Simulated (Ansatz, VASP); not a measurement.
Mg in VASP and in Ansatz

The input INCAR:

```
PREC = Accurate
ENCUT = 520
EDIFF = 1E-6
ISMEAR = 0
SIGMA = 0.15
LREAL = F
LASPH = T
NELM = 100
ALGO = Fast
ISIF = 2
LWAVE = F
LCHARG = T
GGA = PE
LELF = T
LVHAR = T
NBANDS = 12
```

The input KPOINTS:

```
regular mesh
0
Gamma
  8 8 8
```

The input POSCAR:

```
Mg
1.0
    4.5221932689      0.0000000000      0.0000000000
    0.0000000000     -4.5221932689      0.0000000000
    0.0000000000      0.0000000000     -4.5221932689
Mg
4
Direct
    0.0000000000      0.5000000000      0.5000000000
    0.5000000000      0.0000000000      0.5000000000
    0.5000000000      0.5000000000      0.0000000000
    0.0000000000      0.0000000000      0.0000000000
```

Input for Ansatz:

```yaml
crystal:
  lattice:
    - [4.5221932689, 0.0, 0.0]
    - [0.0, -4.5221932689, 0.0]
    - [0.0, 0.0, -4.5221932689]
  atoms:
    - { symbol: Mg, position: [0.0, 0.5, 0.5] }
    - { symbol: Mg, position: [0.5, 0.0, 0.5] }
    - { symbol: Mg, position: [0.5, 0.5, 0.0] }
    - { symbol: Mg, position: [0.0, 0.0, 0.0] }
basis:
  ecutwfc: 420
kpoints:
  mp_grid: { grid: [8, 8, 8] }
hamiltonian:
  xc: pbe
scf:
  occupations: { method: gaussian, width: 0.15 }
output:
  forces: true
  stress: true
  eigenvalues: true
  write_density: true
  write_potential: true
  elf: true
  volumetric_format: npy
```

Alike in both runs: task single point; functional PBE; k mesh 8 × 8 × 8; occupations gaussian, width 0.15 eV; no spin polarisation.

|  | VASP | Ansatz |
| --- | --- | --- |
| version | VASP 6.6.1 | Ansatz 0.2.0 |
| potentials or method | VASP PAW PBE potentials, release 64 (Mg), cutoff 520 eV | scalar-relativistic, plane waves, PAW |
| valence electrons in the cell | 8 | 40 |

VASP gave:

```
gap on the k mesh at the Fermi level (eV) : none
pressure (GPa)                            : -0.2
```

Question: What did Ansatz give for the same quantities?

Answer: gap on the k mesh at the Fermi level (eV): none; pressure (GPa): 0.0.

A gap of «none» marks a metal or a gap that the smearing closes. The functional is the same, so the differences come from potentials, cutoffs and numerics. VASP's potentials hold 8 valence electrons a cell and Ansatz's 40, so a difference there can come from the potentials and not from the codes.
